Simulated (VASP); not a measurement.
Os, 8 atoms in the cell. It takes space group Pm-3n (No. 223, cubic). Conventional cell: a = 4.857 Å, b = 4.857 Å, c = 4.857 Å, α = 90.00°, β = 90.00°, γ = 90.00°. Within 3.6 Å of Os (site symmetry m-3) lie 12 Os at 2.71 Å. Os (site symmetry -4m2) has 14 Os at 2.43 to 2.97 Å within 3.2 Å. 

| Property | Result |
| --- | --- |
| Program | VASP 6.6.1 |
| Task | single point |
| Functional | PBE |
| Potentials or basis | VASP PAW PBE potentials, release 64 (Os) |
| Cutoff | 520 eV |
| k mesh | 4 × 4 × 4 |
| Occupations | gaussian, width 0.1 eV |
| Spin | no spin polarisation |
| Dipole correction | no |
| Further INCAR settings | ALGO = Fast; EDIFF = 1e-07; NBANDS = 42 |

Potentials or basis: VASP PAW PBE potentials, release 64 (Os).

Run with:

```console
$ cat potpaw_PBE.64/Os/POTCAR > POTCAR
$ mpirun -np 1 vasp_std > vasp.out
```

Hardware: 1 thread of Intel(R) Xeon(R) Platinum 8488C (Sapphire Rapids), on a shared host.

**Question.** How long does it take, and how much memory?

**Answer.** Wall time 55 s on 1 thread of Intel(R) Xeon(R) Platinum 8488C (Sapphire Rapids), with other jobs on the host, peak memory 0.21 GiB. Counts: scf iterations 26, k points 10.
